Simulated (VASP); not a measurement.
Set up this calculation in VASP 6.6.1, as the native input.

```
Task                   : electric field gradients
Functional             : PBE
Potentials or basis    : VASP PAW PBE potentials, release 64 (Li_sv)
Cutoff                 : 520 eV
k mesh                 : 16 × 16 × 9
Occupations            : fermi-dirac, width 0.05 eV
Spin                   : no spin polarisation
Dipole correction      : no
Further INCAR settings : ALGO = Normal; EDIFF = 1e-08; NBANDS = 10
```

The structure of Li lies in POSCAR:

```
Li
1.0
    3.0544211484      0.0229081586      0.0000000000
   -1.5073715269      2.6337522291      0.0000000000
    0.0000000000      0.0000000000      4.9952014055
Li
2
Direct
    0.3333333333      0.6666666667      0.2500000000
    0.6666666667      0.3333333333      0.7500000000
```

This cell differs from its parent crystal: xy shear strain of +1.5 %.

The input as run:

INCAR

```
PREC = Accurate
ENCUT = 520
EDIFF = 1E-8
ISMEAR = -1
SIGMA = 0.05
LREAL = False
LASPH = True
NELM = 80
ALGO = Normal
ISIF = 2
LWAVE = False
LCHARG = False
GGA = PE
LEFG = True
NBANDS = 10
```

KPOINTS

```
regular mesh
0
Gamma
  16 16 9
```

Potentials or basis: VASP PAW PBE potentials, release 64 (Li_sv).

Launch:

```console
$ cat potpaw_PBE.64/Li_sv/POTCAR > POTCAR
$ mpirun -np 1 vasp_std > vasp.out
```

It gave:

```yaml
Largest_force: 0.007 eV/Å
Band_gap_on_the_k_mesh: zero (bands 3 and 4 overlap by 4.02 eV)
Largest_electric_field_gradient_by_atom: under 0.05 V/Å² on every atom
```

Caveat: the cell differs from its parent crystal (xy shear strain of +1.5 %).

Wall time 110 s on 1 thread of Intel(R) Xeon(R) Platinum 8488C (Sapphire Rapids), on a shared host, peak memory 0.3 GiB.
